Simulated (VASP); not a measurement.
Crystal: GaSb.

```
Ga Sb
1.0
     0.00000    3.06588    3.06588
     3.06588    0.00000    3.06588
     3.06588    3.06588    0.00000
Ga Sb
1 1
Direct
  0.00000 0.00000 0.00000
  0.25000 0.25000 0.25000
```

Base run:

| Property | Result |
| --- | --- |
| Program | VASP 6.6.1 |
| Functional | r2SCAN |
| Potentials or basis | VASP PAW PBE potentials, release 64 (Ga_d, Sb) |
| Cutoff | 520 eV |
| k mesh | 6 × 6 × 6 |
| Occupations | fermi-dirac, width 0.02 eV |
| Spin | no spin polarisation |

Its results: band gap on the k mesh 0.40 eV, direct; pressure 0.1 GPa.

Q: The run is repeated on the same cell with these changes: k mesh from 6 × 6 × 6 to 3 × 3 × 3. What comes out?

A: Band gap on the k mesh 0.40 eV, direct; pressure 1.1 GPa.

Caveats: some runs use coarse meshes; the PAW data sets were made with another functional, which shifts forces and pressure a little; spin-orbit coupling is left out, which moves the levels of the heavy elements.

A k mesh can miss the band edges.
